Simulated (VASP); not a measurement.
# SrAlO (P-6m2) in VASP: further runs

SrAlO is run at these levels: PBE; tasks: relaxation of cell and atoms.

Everything below comes from runs of VASP 6.6.1. Logs are shortened: lines on timing, memory, paths and dates and some standing lists are left out, and cuts for length are marked.

**1. The cell of the first run**

The structure is hexagonal, space group P-6m2 (No. 187). Conventional cell: a = 3.652 Å, b = 3.652 Å, c = 5.251 Å, α = 90.00°, β = 90.00°, γ = 120.00°. Within 4.4 Å of Sr (site symmetry -6m2) lie 6 O at 3.37 Å and 6 Al at 3.37 Å and 6 Sr at 3.65 Å. Al (site symmetry -6m2) has 3 O at 2.11 Å within 2.8 Å. O (site symmetry -6m2) has 3 Al at 2.11 Å within 2.8 Å.

**2. Relaxation of cell and atoms, PBE**

INCAR reads:

```
PREC = Accurate
ENCUT = 600
EDIFF = 1E-7
ISMEAR = 0
SIGMA = 0.1
LREAL = F
LASPH = T
NELM = 100
ALGO = Normal
ISIF = 3
LWAVE = F
LCHARG = F
GGA = PE
IBRION = 2
NSW = 100
EDIFFG = -0.01
```

KPOINTS reads:

```
Automatic mesh
0
Gamma
  12 12 10
```

POSCAR reads:

```
SrAlO
1.0
    3.6523655243      0.0000000025      0.0000000000
   -1.8261827643      3.1630413267      0.0000000000
    0.0000000000      0.0000000000      5.2505893300
Sr Al O
1 1 1
Direct
    0.6666666667      0.3333333333      0.0000000000
    0.3333333333      0.6666666667      0.5000000000
    0.0000000000      0.0000000000      0.5000000000
```

Potentials or basis: VASP PAW PBE potentials, release 64 (Sr_sv, Al, O).

On the command line:

```
$ cat potpaw_PBE.64/Sr_sv/POTCAR potpaw_PBE.64/Al/POTCAR potpaw_PBE.64/O/POTCAR > POTCAR
$ mpirun -np 1 vasp_std > vasp.out
```

OUTCAR:

```text
PREC = Accurate
   ENCUT = 600
   EDIFF = 1E-7
   ISMEAR = 0
   LREAL = F
   LASPH = T
   NELM = 100
   ISIF = 3
   GGA = PE
   IBRION = 2
   NSW = 100
   EDIFFG = -0.01

 ion  position               nearest neighbor table
   1  0.667  0.333  0.000-   3 3.37   3 3.37   2 3.37   2 3.37   2 3.37   2 3.37   3 3.37   3 3.37
                             3 3.37   3 3.37   2 3.37   2 3.37
   2  0.333  0.667  0.500-   3 2.11   3 2.11   3 2.11   1 3.37   1 3.37   1 3.37   1 3.37   1 3.37
                             1 3.37
   3  0.000  0.000  0.500-   2 2.11   2 2.11   2 2.11   1 3.37   1 3.37   1 3.37   1 3.37   1 3.37
                             1 3.37

  LATTYP: Found a hexagonal cell.
 ALAT       =     3.6523655243
 C/A-ratio  =     1.4375859412

  Lattice vectors:

 A1 = (   3.6523655243,   0.0000000025,   0.0000000000)
 A2 = (  -1.8261827643,   3.1630413267,   0.0000000000)
 A3 = (   0.0000000000,   0.0000000000,   5.2505893300)

Analysis of symmetry for initial positions (statically):
=====================================================================
 Subroutine PRICEL returns:
 Original cell was already a primitive cell.

 Routine SETGRP: Setting up the symmetry group for a
 hexagonal supercell.

 Subroutine GETGRP returns: Found 12 space group operations
 (whereof 12 operations were pure point group operations)
 out of a pool of 24 trial point group operations.

The static configuration has the point symmetry D_3h.

Analysis of symmetry for dynamics (positions and initial velocities):
=====================================================================
 Subroutine PRICEL returns:
 Original cell was already a primitive cell.

 Routine SETGRP: Setting up the symmetry group for a
 hexagonal supercell.

 Subroutine GETGRP returns: Found 12 space group operations
 (whereof 12 operations were pure point group operations)
 out of a pool of 24 trial point group operations.

The dynamic configuration has the point symmetry D_3h.

 Subroutine INISYM returns: Found 12 space group operations
 (whereof 12 operations are pure point group operations),
 and found     1 'primitive' translations

----------------------------------------------------------------------------------------

                                     Primitive cell

  volume of cell :      60.6579

  direct lattice vectors                    reciprocal lattice vectors
     3.652365524  0.000000003  0.000000000     0.273795159  0.158075709  0.000000000
    -1.826182764  3.163041327  0.000000000    -0.000000000  0.316151418  0.000000000
     0.000000000  0.000000000  5.250589330     0.000000000  0.000000000  0.190454811

  length of vectors
     3.652365524  3.652365524  5.250589330     0.316151418  0.316151418  0.190454811

  position of ions in fractional coordinates (direct lattice)
     0.666666667  0.333333333  0.000000000
     0.333333333  0.666666667  0.500000000
     0.000000000  0.000000000  0.500000000

  ion indices of the primitive-cell ions
   primitive index   ion index
                 1           1
                 2           2
                 3           3

----------------------------------------------------------------------------------------

 KPOINTS: Automatic mesh

Automatic generation of k-mesh.
 Grid dimensions read from file:
 generate k-points for:   12   12   10

 Generating k-lattice:

  Cartesian coordinates                     Fractional coordinates (reciprocal lattice)
     0.022816263  0.013172976  0.000000000     0.083333333  0.000000000  0.000000000
    -0.000000000  0.026345951  0.000000000     0.000000000  0.083333333  0.000000000
     0.000000000  0.000000000  0.019045481     0.000000000  0.000000000  0.100000000

  Length of vectors
     0.026345951  0.026345951  0.019045481

  Shift w.r.t. Gamma in fractional coordinates (k-lattice)
     0.000000000  0.000000000  0.000000000

 Subroutine IBZKPT returns following result:
 ===========================================

 Found    114 irreducible k-points:

 Following reciprocal coordinates:
            Coordinates               Weight
  0.000000  0.000000  0.000000      1.000000
  0.083333  0.000000  0.000000      6.000000
  0.166667 -0.000000  0.000000      6.000000
  0.250000  0.000000  0.000000      6.000000
  0.333333 -0.000000  0.000000      6.000000
  0.416667  0.000000  0.000000      6.000000
[... 16 lines left out ...]
  0.250000  0.000000  0.100000     12.000000
  0.333333 -0.000000  0.100000     12.000000
 [... further k-points ...]
   k-points           NKPTS =    114   k-points in BZ     NKDIM =    114   number of bands    NBANDS=     13
   number of dos      NEDOS =    301   number of ions     NIONS =      3
   total plane-waves  NPLWV =  37800
   dimension x,y,z NGX =    30 NGY =   30 NGZ =   42
   dimension x,y,z NGXF=    60 NGYF=   60 NGZF=   84
   ions per type =               1   1   1
   NGX,Y,Z   is equivalent  to a cutoff of  13.66, 13.66, 13.30 a.u.
   NGXF,Y,Z  is equivalent  to a cutoff of  27.31, 27.31, 26.60 a.u.
 SYSTEM =  unknown system
   PREC   = accura    normal or accurate (medium, high low for compatibility)
   ISTART =      0    job   : 0-new  1-cont  2-samecut
   ICHARG =      2    charge: 1-file 2-atom 10-const
   ISPIN  =      1    spin polarized calculation?
   LNONCOLLINEAR =      F non collinear calculations
   LSORBIT =      F    spin-orbit coupling
   LASPH  =      T    aspherical Exc in radial PAW
   ENCUT  =  600.0 eV  44.10 Ry    6.64 a.u.   7.29  7.29 10.49*2*pi/ulx,y,z
   NELM   =    100;   NELMIN=  2; NELMDL= -5     # of ELM steps
   EDIFF  = 0.1E-06   stopping-criterion for ELM
   LREAL  =      F    real-space projection
   EDIFFG = -.1E-01   stopping-criterion for IOM
   NSW    =    100    number of steps for IOM
   IBRION =      2    ionic relax: 0-MD 1-quasi-New 2-CG
   NFREE  =      1    steps in history (QN), initial steepest desc. (CG)
   ISIF   =      3    stress and relaxation
   ISYM   =      2    0-nonsym 1-usesym 2-fastsym
   POTIM  = 0.5000    time-step for ionic-motion
   TEBEG  =    0.0;   TEEND  =   0.0 temperature during run
   PSTRESS=    0.0 pullay stress
   NELECT =      19.0000    total number of electrons
   NUPDOWN=      -1.0000    fix difference up-down
   EMIN   =  10.00;   EMAX   =-10.00  energy-range for DOS
   EFERMI =   0.00;   METHOD = LEGACY
   ISMEAR =     0;   SIGMA  =   0.10  broadening in eV -4-tet -1-fermi 0-gaus
   EFERMI_NEDOS =   21; number of points for ismear=-14 and -15
   IALGO  =     38    algorithm
   IMIX   =      4    mixing-type and parameters
     AMIX     =   0.40;   BMIX     =  1.00
     AMIX_MAG =   1.60;   BMIX_MAG =  1.00
  volume/ion in A,a.u.               =      20.22       136.45
  Fermi-wavevector in a.u.,A,eV,Ry     =   1.111809  2.101015 16.818433  1.236120
  Thomas-Fermi vector in A             =   2.248377
   LORBIT       =      0    0 simple, 1 ext, 2 COOP (PROOUT), +10 PAW based schemes
   GGA     = PE    functional components
   LHFCALC =     F    Hartree Fock is set to
   AEXX    =    0.0000 exact exchange contribution
   IVDW    =     0    specifies the selected vdW correction
   LEPSILON=     F    determine dielectric tensor
   LRPA    =     F    only Hartree local field effects (RPA)
 conjugate gradient relaxation of ions
 non-spin polarized calculation
 Gauss-broadening in eV      SIGMA  =   0.10
  energy-cutoff  :      600.00
  volume of cell :       60.66
 maximum number of plane-waves:      2072
 NGX is ok and might be reduce to    30
   NGX = 15   NGY = 15   NGZ = 21

 number of electron      18.9999996 magnetization

 Free energy of the ion-electron system (eV)
  ---------------------------------------------------
  ext. energy  EPLUGINS =         0.00000000
  ---------------------------------------------------
  free energy    TOTEN  =       -13.04922685 eV

  energy without entropy =      -13.03720907  energy(sigma->0) =      -13.04321796

 E-fermi :   4.5127     XC(G=0):  -9.4038

 val. band max:        4.5079848303   @ k =   0.2500   0.0000   0.3000
 cond. band min:       4.5136950000   @ k =   0.4167   0.1667   0.1000
 fundamental gap:      0.0057101697
 Fermi energy:         4.5127390701

 k-point     1 :       0.0000    0.0000    0.0000
  band No.  band energies     occupation
      1     -31.1105      2.00000
      2     -14.6684      2.00000
      3     -13.2679      2.00000
      4     -12.8241      2.00000
      5     -12.8241      2.00000
      6      -0.2290      2.00000
      7      -0.2290      2.00000
      8      -0.2133      2.00000
      9       0.4251      2.00000
     10       4.2148      1.99997
     11       6.9292      0.00000
     12       7.8040      0.00000
     13       7.8040      0.00000

 k-point     2 :       0.0833    0.0000    0.0000
  band No.  band energies     occupation
      1     -31.1057      2.00000
      2     -14.6538      2.00000
      3     -13.2592      2.00000
      4     -12.8698      2.00000
      5     -12.8347      2.00000
      6      -0.7029      2.00000
      7      -0.2582      2.00000
      8      -0.1958      2.00000
      9       0.9385      2.00000
     10       4.4075      1.86328
     11       6.7729      0.00000
     12       7.4979      0.00000
     13       7.9591      0.00000

 k-point     3 :       0.1667   -0.0000    0.0000
  band No.  band energies     occupation
      1     -31.0925      2.00000
      2     -14.6140      2.00000
      3     -13.2355      2.00000
      4     -12.9918      2.00000
      5     -12.8636      2.00000
      6      -1.3431      2.00000
      7      -0.3359      2.00000
      8      -0.1449      2.00000
      9       1.7140      2.00000
     10       4.8953      0.00000
     11       6.3580      0.00000
     12       6.8887      0.00000
     13       8.4137      0.00000
[... 305 lines left out ...]
 k-point    23 :       0.2500    0.0000    0.1000
  band No.  band energies     occupation
      1     -31.0744      2.00000
      2     -14.5656      2.00000
      3     -13.1999      2.00000
      4     -13.1483      2.00000
      5     -12.9026      2.00000
      6      -1.8938      2.00000
      7      -0.4405      2.00000
      8      -0.0989      2.00000
      9       2.5682      2.00000
     10       5.1817      0.00000
     11       5.8889      0.00000
     12       6.5607      0.00000
     13       8.9151      0.00000

 k-point    24 :       0.3333   -0.0000    0.1000
  band No.  band energies     occupation
      1     -31.0562      2.00000
      2     -14.5090      2.00000
      3     -13.3080      2.00000
      4     -13.1640      2.00000
      5     -12.9412      2.00000
      6      -2.3353      2.00000
      7      -0.5397      2.00000
      8       0.0143      2.00000
      9       3.2541      2.00000
     10       4.9353      0.00000
     11       5.5666      0.00000
     12       6.7308      0.00000
     13       8.8040      0.00000

 [... further k-points ...]
[... 5 lines left out ...]
  --------------------------------------------------------------------------------------
  -------------------------------------------------------------------------------------
  Total       -0.0087971     -0.0087971      0.0016737     -0.0000000      0.0000000     -0.0000000
  in kB       -0.2323606     -0.2323606      0.0442071     -0.0000000      0.0000000     -0.0000000
  external PRESSURE =      -0.1401714 kB  Pullay stress =       0.0000000 kB

 VOLUME and BASIS-vectors are now :
 -----------------------------------------------------------------------------
  energy-cutoff  :      600.00
  volume of cell :       60.66
      direct lattice vectors                 reciprocal lattice vectors
     3.652365524  0.000000003  0.000000000     0.273795159  0.158075709  0.000000000
    -1.826182764  3.163041327  0.000000000    -0.000000000  0.316151418  0.000000000
     0.000000000  0.000000000  5.250589330     0.000000000  0.000000000  0.190454811

 POSITION                                       TOTAL-FORCE (eV/Angst)
 -----------------------------------------------------------------------------------
      1.82618      1.05435      0.00000        -0.000000     -0.000000      0.000000
     -0.00000      2.10869      2.62529         0.000000     -0.000000      0.000000
      0.00000      0.00000      2.62529         0.000000      0.000000      0.000000
 -----------------------------------------------------------------------------------
    total drift:                                0.000000     -0.000000      0.000000

  FREE ENERGIE OF THE ION-ELECTRON SYSTEM (eV)
  ---------------------------------------------------
  free  energy   TOTEN  =       -13.0492268503 eV

  energy  without entropy=      -13.0372090740  energy(sigma->0) =      -13.04321796

 reached required accuracy - stopping structural energy minimisation
```

Run time: 42 s. Hardware: 1 thread of Intel Xeon 6975P-C (Granite Rapids), shared host; peak memory 0.29 GiB.

What came out:

| Property | Result |
| --- | --- |
| Free energy | -13.0492 eV |
| Pressure after relaxing | 0.0 GPa |

Final structure:
```
Sr Al O
1.0
     3.65237    0.00000    0.00000
    -1.82618    3.16304    0.00000
     0.00000    0.00000    5.25059
Sr Al O
1 1 1
Direct
  0.66667 0.33333 0.00000
  0.33333 0.66667 0.50000
  0.00000 0.00000 0.50000
```

Caveat: the relaxation stopped at its first step, so nothing moved; an odd number of electrons without spin polarisation forces a metal; a magnetic or distorted state may lie lower.

(Part 1 of 2 ends here.)
